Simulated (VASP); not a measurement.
# BAs (F-43m) in VASP: settings compared, part 2 of 3

VASP 6.6.1. The steps go on from the part before.

### Step 4. Single point, r2SCAN

POSCAR

```
BAs
1.0
    0.0000000000      2.3918674372      2.3918674372
    2.3918674372      0.0000000000      2.3918674372
    2.3918674372      2.3918674372      0.0000000000
B As
1 1
Direct
    0.2500000000      0.2500000000      0.2500000000
    0.0000000000      0.0000000000      0.0000000000
```

INCAR.step1

```
PREC = Accurate
ENCUT = 520
ISMEAR = 0
SIGMA = 0.01
LREAL = F
LASPH = T
NELM = 100
NBANDS = 11
GGA = PE
ALGO = Normal
EDIFF = 1E-4
LWAVE = T
LCHARG = F
```

INCAR.step2

```
PREC = Accurate
ENCUT = 520
EDIFF = 1E-6
ISMEAR = 0
SIGMA = 0.01
LREAL = F
LASPH = T
NELM = 100
ALGO = Normal
ISIF = 2
LWAVE = F
LCHARG = F
METAGGA = R2SCAN
LMIXTAU = T
NBANDS = 11
ISTART = 1
```

KPOINTS

```
regular mesh
0
Gamma
  6 6 6
```

Potentials or basis: VASP PAW PBE potentials, release 64 (B, As).

Command:

```sh
cat potpaw_PBE.64/B/POTCAR potpaw_PBE.64/As/POTCAR > POTCAR
cp INCAR.step1 INCAR
mpirun -np 1 vasp_std > vasp.out
cp INCAR.step2 INCAR
mpirun -np 1 vasp_std > vasp.out
```

OUTCAR:

```text
PREC = Accurate
   ENCUT = 520
   EDIFF = 1E-6
   ISMEAR = 0
   LREAL = F
   LASPH = T
   NELM = 100
   ISIF = 2
   METAGGA = R2SCAN
   ISTART = 1

 ion  position               nearest neighbor table
   1  0.250  0.250  0.250-   2 2.07   2 2.07   2 2.07   2 2.07
   2  0.000  0.000  0.000-   1 2.07   1 2.07   1 2.07   1 2.07

  LATTYP: Found a face centered cubic cell.
 ALAT       =     4.7837348744

  Lattice vectors:

 A1 = (   0.0000000000,   2.3918674372,   2.3918674372)
 A2 = (   2.3918674372,   0.0000000000,   2.3918674372)
 A3 = (   2.3918674372,   2.3918674372,   0.0000000000)

Analysis of symmetry for initial positions (statically):
=====================================================================
 Subroutine PRICEL returns:
 Original cell was already a primitive cell.

 Routine SETGRP: Setting up the symmetry group for a
 face centered cubic supercell.

 Subroutine GETGRP returns: Found 24 space group operations
 (whereof 24 operations were pure point group operations)
 out of a pool of 48 trial point group operations.

The static configuration has the point symmetry T_d .

Analysis of symmetry for dynamics (positions and initial velocities):
=====================================================================
 Subroutine PRICEL returns:
 Original cell was already a primitive cell.

 Routine SETGRP: Setting up the symmetry group for a
 face centered cubic supercell.

 Subroutine GETGRP returns: Found 24 space group operations
 (whereof 24 operations were pure point group operations)
 out of a pool of 48 trial point group operations.

The dynamic configuration has the point symmetry T_d .

 Subroutine INISYM returns: Found 24 space group operations
 (whereof 24 operations are pure point group operations),
 and found     1 'primitive' translations
[... 108 lines left out ...]
  Fermi-wavevector in a.u.,A,eV,Ry     =   1.086487  2.053162 16.061041  1.180453
  Thomas-Fermi vector in A             =   2.222624
   LORBIT       =      0    0 simple, 1 ext, 2 COOP (PROOUT), +10 PAW based schemes
   METAGGA = R2SCAN    functional components
   LHFCALC =     F    Hartree Fock is set to
   AEXX    =    0.0000 exact exchange contribution
   IVDW    =     0    specifies the selected vdW correction
   LEPSILON=     F    determine dielectric tensor
   LRPA    =     F    only Hartree local field effects (RPA)
 non-spin polarized calculation
 Gauss-broadening in eV      SIGMA  =   0.01
  energy-cutoff  :      520.00
  volume of cell :       27.37
 maximum number of plane-waves:       754
 NGX is ok and might be reduce to    28
   NGX = 13   NGY = 13   NGZ = 13

 number of electron       8.0000000 magnetization

 Free energy of the ion-electron system (eV)
  ---------------------------------------------------
  ext. energy  EPLUGINS =         0.00000000
  ---------------------------------------------------
  free energy    TOTEN  =       -22.23767833 eV

  energy without entropy =      -22.23767833  energy(sigma->0) =      -22.23767833

 E-fermi :   6.1176     XC(G=0): -11.1114

 val. band max:        5.9818331053   @ k =   0.0000   0.0000   0.0000
 cond. band min:       7.4489089428   @ k =   0.3333   0.3333   0.0000
 fundamental gap:      1.4670758375
 Fermi energy:         6.1176044433

 k-point     1 :       0.0000    0.0000    0.0000
  band No.  band energies     occupation
      1     -10.1372      2.00000
      2       5.9818      2.00000
      3       5.9818      2.00000
      4       5.9818      2.00000
      5       9.4208      0.00000
      6       9.4208      0.00000
      7       9.4208      0.00000
      8      11.0786      0.00000
      9      16.3328      0.00000
     10      19.4023      0.00000
     11      19.4023      0.00000
[... 197 lines left out ...]
 k-point    16 :      -0.3333    0.5000    0.1667
  band No.  band energies     occupation
      1      -5.5787      2.00000
      2      -2.7404      2.00000
      3       0.6065      2.00000
      4       0.8103      2.00000
      5      10.0549      0.00000
      6      10.3118      0.00000
      7      15.1360      0.00000
      8      15.4395      0.00000
      9      19.1103      0.00000
     10      22.4772      0.00000
     11      22.6758      0.00000

------------------------ aborting loop because EDIFF is reached ----------------------------------------

  FORCE on cell =-STRESS in cart. coord.  units (eV):
  Direction    XX          YY          ZZ          XY          YZ          ZX
  --------------------------------------------------------------------------------------
  -------------------------------------------------------------------------------------
  Total        0.0500589      0.0500589      0.0500589      0.0000000      0.0000000      0.0000000
  in kB        2.9305580      2.9305580      2.9305580      0.0000000      0.0000000      0.0000000
  external PRESSURE =       2.9305580 kB  Pullay stress =       0.0000000 kB

 VOLUME and BASIS-vectors are now :
 -----------------------------------------------------------------------------
  energy-cutoff  :      520.00
  volume of cell :       27.37
      direct lattice vectors                 reciprocal lattice vectors
     0.000000000  2.391867437  2.391867437    -0.209041685  0.209041685  0.209041685
     2.391867437  0.000000000  2.391867437     0.209041685 -0.209041685  0.209041685
     2.391867437  2.391867437  0.000000000     0.209041685  0.209041685 -0.209041685

 POSITION                                       TOTAL-FORCE (eV/Angst)
 -----------------------------------------------------------------------------------
      1.19593      1.19593      1.19593         0.000000      0.000000      0.000000
      0.00000      0.00000      0.00000        -0.000000     -0.000000     -0.000000
 -----------------------------------------------------------------------------------
    total drift:                                0.000000      0.000000      0.000000

  FREE ENERGIE OF THE ION-ELECTRON SYSTEM (eV)
  ---------------------------------------------------
  free  energy   TOTEN  =       -22.2376783320 eV

  energy  without entropy=      -22.2376783320  energy(sigma->0) =      -22.23767833
```

OSZICAR.step1:

```text
N       E                     dE             d eps       ncg     rms          rms(c)
DAV:   1     0.996484655128E+01    0.99648E+01   -0.37086E+03   352   0.632E+02
DAV:   2    -0.113732357695E+02   -0.21338E+02   -0.20474E+02   473   0.106E+02
DAV:   3    -0.120246622037E+02   -0.65143E+00   -0.65011E+00   427   0.151E+01
DAV:   4    -0.120262208596E+02   -0.15587E-02   -0.15586E-02   405   0.889E-01
DAV:   5    -0.120262232648E+02   -0.24051E-05   -0.24051E-05   409   0.363E-02    0.491E+00
DAV:   6    -0.114554389674E+02    0.57078E+00   -0.15809E+00   367   0.510E+00    0.239E+00
DAV:   7    -0.113962575617E+02    0.59181E-01   -0.19051E-01   403   0.214E+00    0.985E-01
DAV:   8    -0.113894607995E+02    0.67968E-02   -0.20446E-02   397   0.814E-01    0.985E-02
DAV:   9    -0.113897787006E+02   -0.31790E-03   -0.78134E-04   403   0.161E-01    0.584E-02
DAV:  10    -0.113899388733E+02   -0.16017E-03   -0.19656E-04   369   0.857E-02    0.120E-02
DAV:  11    -0.113899445868E+02   -0.57136E-05   -0.50479E-06   209   0.154E-02
   1 F= -.11389945E+02 E0= -.11389945E+02  d E =-.260719E-14
```

It took 23 s on 1 thread of Intel Xeon Platinum 8375C at 2.90GHz (Ice Lake), shared host; peak memory 0.16 GiB.

Results:

- Free energy: -22.2377 eV
- Pressure: 0.3 GPa
- Band gap on the k mesh: 1.47 eV, indirect (least direct gap 3.44 eV)

Levels at points of the mesh, in eV from the valence-band top:
```
           k point  band 1  band 2  band 3  band 4  band 5  band 6  band 7  band 8  band 9
(0.00, 0.00, 0.00)  -16.12    0.00    0.00    0.00    3.44    3.44    3.44    5.10   10.35
(0.50, 0.00, 0.00)  -13.11   -9.21   -1.93   -1.93    2.95    5.05    5.05    9.56   13.61
(0.50, 0.50, 0.00)  -11.68   -9.04   -4.29   -4.29    1.61    1.70   12.12   12.12   13.84
```

Caveat: the PAW data sets were made with another functional, which shifts forces and pressure a little.

### Step 5. Single point, PBE

INCAR

```
SYSTEM = BAs
PREC     = Accurate       ! precision mode
ENCUT    = 520            ! plane-wave cutoff, eV
EDIFF    = 1E-6           ! SCF threshold, eV
ISMEAR   = 0              ! smearing method
SIGMA    = 0.01           ! smearing width, eV
LREAL    = .FALSE.        ! projectors in reciprocal space
LASPH    = .TRUE.         ! aspherical terms in the spheres
NELM     = 80             ! most SCF steps
ALGO     = Normal         ! electronic algorithm
ISIF     = 2              ! what is computed and relaxed
LWAVE    = .FALSE.        ! write WAVECAR
LCHARG   = .FALSE.        ! write CHGCAR
GGA      = PE             ! functional
NBANDS   = 11             ! bands
```

KPOINTS

```
regular mesh
0
G
  10 10 10
  0 0 0
```

POSCAR is that of step 4.

Potentials or basis: VASP PAW PBE potentials, release 64 (B, As).

Command:

```sh
cat potpaw_PBE.64/B/POTCAR potpaw_PBE.64/As/POTCAR > POTCAR
mpirun -np 1 vasp_std > vasp.out
```

OUTCAR:

```text
SYSTEM = BAs
   PREC = Accurate
   ENCUT = 520
   EDIFF = 1E-6
   ISMEAR = 0
   LREAL = .FALSE.
   LASPH = .TRUE.
   NELM = 80
   ISIF = 2
   GGA = PE

 ion  position               nearest neighbor table
   1  0.250  0.250  0.250-   2 2.07   2 2.07   2 2.07   2 2.07
   2  0.000  0.000  0.000-   1 2.07   1 2.07   1 2.07   1 2.07

  LATTYP: Found a face centered cubic cell.
 ALAT       =     4.7837348744

  Lattice vectors:

 A1 = (   0.0000000000,   2.3918674372,   2.3918674372)
 A2 = (   2.3918674372,   0.0000000000,   2.3918674372)
 A3 = (   2.3918674372,   2.3918674372,   0.0000000000)

Analysis of symmetry for initial positions (statically):
=====================================================================
 Subroutine PRICEL returns:
 Original cell was already a primitive cell.

 Routine SETGRP: Setting up the symmetry group for a
 face centered cubic supercell.

 Subroutine GETGRP returns: Found 24 space group operations
 (whereof 24 operations were pure point group operations)
 out of a pool of 48 trial point group operations.

The static configuration has the point symmetry T_d .

Analysis of symmetry for dynamics (positions and initial velocities):
=====================================================================
 Subroutine PRICEL returns:
 Original cell was already a primitive cell.

 Routine SETGRP: Setting up the symmetry group for a
 face centered cubic supercell.

 Subroutine GETGRP returns: Found 24 space group operations
 (whereof 24 operations were pure point group operations)
 out of a pool of 48 trial point group operations.

The dynamic configuration has the point symmetry T_d .

 Subroutine INISYM returns: Found 24 space group operations
 (whereof 24 operations are pure point group operations),
 and found     1 'primitive' translations

----------------------------------------------------------------------------------------

                                     Primitive cell

  volume of cell :      27.3679

[... 112 lines left out ...]
   LORBIT       =      0    0 simple, 1 ext, 2 COOP (PROOUT), +10 PAW based schemes
   GGA     = PE    functional components
   LHFCALC =     F    Hartree Fock is set to
   AEXX    =    0.0000 exact exchange contribution
   IVDW    =     0    specifies the selected vdW correction
   LEPSILON=     F    determine dielectric tensor
   LRPA    =     F    only Hartree local field effects (RPA)
 non-spin polarized calculation
 Gauss-broadening in eV      SIGMA  =   0.01
  energy-cutoff  :      520.00
  volume of cell :       27.37
 maximum number of plane-waves:       754
 NGX is ok and might be reduce to    28
   NGX = 13   NGY = 13   NGZ = 13

 number of electron       8.0000000 magnetization

 Free energy of the ion-electron system (eV)
  ---------------------------------------------------
  ext. energy  EPLUGINS =         0.00000000
  ---------------------------------------------------
  free energy    TOTEN  =       -11.40867850 eV

  energy without entropy =      -11.40867850  energy(sigma->0) =      -11.40867850

 E-fermi :   6.1954     XC(G=0): -10.5660

 val. band max:        6.0797655237   @ k =   0.0000   0.0000   0.0000
 cond. band min:       7.2595522604   @ k =   0.4000   0.4000   0.0000
 fundamental gap:      1.1797867367
 Fermi energy:         6.1954303231

 k-point     1 :       0.0000    0.0000    0.0000
  band No.  band energies     occupation
      1      -9.2830      2.00000
      2       6.0798      2.00000
      3       6.0798      2.00000
      4       6.0798      2.00000
      5       9.3509      0.00000
      6       9.3509      0.00000
      7       9.3509      0.00000
      8      10.7128      0.00000
      9      15.6420      0.00000
     10      19.0132      0.00000
     11      19.0132      0.00000
[... 309 lines left out ...]
 k-point    24 :       0.4000    0.3000    0.0000
  band No.  band energies     occupation
      1      -6.6504      2.00000
      2      -0.3666      2.00000
      3       2.1209      2.00000
      4       2.6088      2.00000
      5       7.7781      0.00000
      6       9.4741      0.00000
      7      14.8853      0.00000
      8      15.1205      0.00000
      9      18.0961      0.00000
     10      21.8427      0.00000
     11      21.9237      0.00000

 [... further k-points ...]
[... 5 lines left out ...]
  --------------------------------------------------------------------------------------
  -------------------------------------------------------------------------------------
  Total        0.4804493      0.4804493      0.4804493      0.0000000     -0.0000000      0.0000000
  in kB       28.1265717     28.1265717     28.1265717      0.0000000     -0.0000000      0.0000000
  external PRESSURE =      28.1265717 kB  Pullay stress =       0.0000000 kB

 VOLUME and BASIS-vectors are now :
 -----------------------------------------------------------------------------
  energy-cutoff  :      520.00
  volume of cell :       27.37
      direct lattice vectors                 reciprocal lattice vectors
     0.000000000  2.391867437  2.391867437    -0.209041685  0.209041685  0.209041685
     2.391867437  0.000000000  2.391867437     0.209041685 -0.209041685  0.209041685
     2.391867437  2.391867437  0.000000000     0.209041685  0.209041685 -0.209041685

 POSITION                                       TOTAL-FORCE (eV/Angst)
 -----------------------------------------------------------------------------------
      1.19593      1.19593      1.19593         0.000000      0.000000      0.000000
      0.00000      0.00000      0.00000        -0.000000     -0.000000     -0.000000
 -----------------------------------------------------------------------------------
    total drift:                                0.000000      0.000000      0.000000

  FREE ENERGIE OF THE ION-ELECTRON SYSTEM (eV)
  ---------------------------------------------------
  free  energy   TOTEN  =       -11.4086785018 eV

  energy  without entropy=      -11.4086785018  energy(sigma->0) =      -11.40867850
```

OSZICAR:

```text
N       E                     dE             d eps       ncg     rms          rms(c)
DAV:   1     0.935223488752E+01    0.93522E+01   -0.38116E+03  1034   0.628E+02
DAV:   2    -0.114548473021E+02   -0.20807E+02   -0.19793E+02  1383   0.106E+02
DAV:   3    -0.120383196481E+02   -0.58347E+00   -0.58187E+00  1293   0.143E+01
DAV:   4    -0.120397886671E+02   -0.14690E-02   -0.14690E-02  1159   0.833E-01
DAV:   5    -0.120397908632E+02   -0.21961E-05   -0.21961E-05  1251   0.340E-02    0.490E+00
DAV:   6    -0.114734399479E+02    0.56635E+00   -0.15700E+00  1106   0.508E+00    0.238E+00
DAV:   7    -0.114149471834E+02    0.58493E-01   -0.19050E-01  1202   0.214E+00    0.981E-01
DAV:   8    -0.114082149029E+02    0.67323E-02   -0.20144E-02  1175   0.806E-01    0.978E-02
DAV:   9    -0.114085166021E+02   -0.30170E-03   -0.76663E-04  1184   0.160E-01    0.582E-02
DAV:  10    -0.114086723848E+02   -0.15578E-03   -0.19174E-04  1108   0.844E-02    0.121E-02
DAV:  11    -0.114086783522E+02   -0.59674E-05   -0.54410E-06  1267   0.157E-02    0.104E-02
DAV:  12    -0.114086785018E+02   -0.14962E-06   -0.27320E-06  1091   0.900E-03
   1 F= -.11408679E+02 E0= -.11408679E+02  d E =-.134000E-62
```

stdout:

```text
POSCAR found type information on POSCAR B As
 POSCAR found :  2 types and       2 ions
 scaLAPACK will be used
 LDA part: xc-table for (Slater+PW92), standard interpolation
 POSCAR, INCAR and KPOINTS ok, starting setup
 FFT: planning ... GRIDC
 FFT: planning ... GRID_SOFT
 FFT: planning ... GRID
 WAVECAR not read
 entering main loop
```

Run time: 11 s. Hardware: 1 thread of Intel Xeon Platinum 8375C at 2.90GHz (Ice Lake), shared host; peak memory 0.16 GiB.

Results:

```
Free energy            : -11.4087 eV
Pressure               : 2.8 GPa
Band gap on the k mesh : 1.18 eV, indirect (least direct gap 3.27 eV)
```

Levels at points of the mesh, in eV from the valence-band top:
| k point | band 1 | band 2 | band 3 | band 4 | band 5 | band 6 | band 7 | band 8 | band 9 |
| --- | --- | --- | --- | --- | --- | --- | --- | --- | --- |
| (0.00, 0.00, 0.00) | -15.36 | 0.00 | 0.00 | 0.00 | 3.27 | 3.27 | 3.27 | 4.63 | 9.56 |
| (0.50, 0.00, 0.00) | -12.51 | -8.76 | -1.81 | -1.81 | 2.67 | 4.78 | 4.78 | 8.86 | 12.68 |
| (0.50, 0.50, 0.00) | -11.20 | -8.51 | -4.06 | -4.06 | 1.43 | 1.45 | 11.33 | 11.33 | 12.83 |

(Continued in part 3 of 3.)
